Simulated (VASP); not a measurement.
Ta4Mo: single point with PBE

Crystal: Ta4Mo.

```
Ta Mo
1.0
     6.21906    0.00000    0.00000
     0.00000    6.21906    0.00000
     0.00000    0.00000    2.13663
Ta Mo
4 1
Direct
  0.70358 0.00000 0.50000
  0.29642 0.00000 0.50000
  0.00000 0.70358 0.50000
  0.00000 0.29642 0.50000
  0.00000 0.00000 0.50000
```

The cell was generated, and may not be a known phase.

```yaml
Program: VASP 6.6.1
Task: single point
Functional: PBE
Potentials_or_basis: VASP PAW PBE potentials, release 64 (Ta_pv, Mo_sv)
Cutoff: 520 eV
k_mesh: 4 × 4 × 8
Occupations: gaussian, width 0.1 eV
Spin: no spin polarisation
Dipole_correction: no
Further_INCAR_settings: ALGO = Normal; EDIFF = 1e-06; NBANDS = 37
```

* Pressure: 257.4 GPa
* Largest force: 31.413 eV/Å
* Band gap on the k mesh: zero (bands 29 and 30 overlap by 1.87 eV)

Forces on the atoms (eV/Å):
```
Ta  -31.413   0.000   0.000
Ta   31.413   0.000   0.000
Ta    0.000 -31.413   0.000
Ta    0.000  31.413   0.000
Mo    0.000   0.000   0.000
```

Stress tensor (GPa, compression positive):
```
254.72   0.00   0.00
  0.00 254.72   0.00
  0.00   0.00 262.78
```

Levels at points of the mesh, in eV from the Fermi level:
| k point | band 27 | band 28 | band 29 | band 30 | band 31 | band 32 |
| --- | --- | --- | --- | --- | --- | --- |
| (0.00, 0.00, 0.00) | -1.95 | -1.08 | -1.08 | 0.11 | 0.11 | 1.61 |
| (0.50, 0.00, 0.00) | -2.41 | -0.99 | -0.14 | -0.12 | 0.03 | 0.11 |
| (0.50, 0.50, 0.00) | -1.36 | -1.36 | -0.57 | -0.46 | -0.14 | -0.14 |
| (0.00, 0.00, 0.50) | -0.98 | 0.09 | 0.09 | 0.44 | 4.12 | 4.38 |
| (0.50, 0.00, 0.50) | -0.14 | -0.01 | 0.57 | 1.17 | 1.27 | 2.88 |
| (0.50, 0.50, 0.50) | -0.02 | -0.02 | 1.00 | 1.00 | 1.03 | 2.57 |

It took 80 s on 1 thread of Intel(R) Xeon(R) Platinum 8259CL CPU @ 2.50GHz (Skylake/Cascade Lake), on a shared host, peak memory 0.23 GiB.

Caveat: the k points lie up to 0.37 Å⁻¹ apart, too coarse for converged energies and pressures of a metal; atoms lie so close that the PAW spheres overlap strongly, which falsifies energies and pressures; spin-orbit coupling is left out, which moves the levels of the heavy elements; forces of over 1 eV/Å act on the atoms, so gaps and moduli don't describe the material at rest.
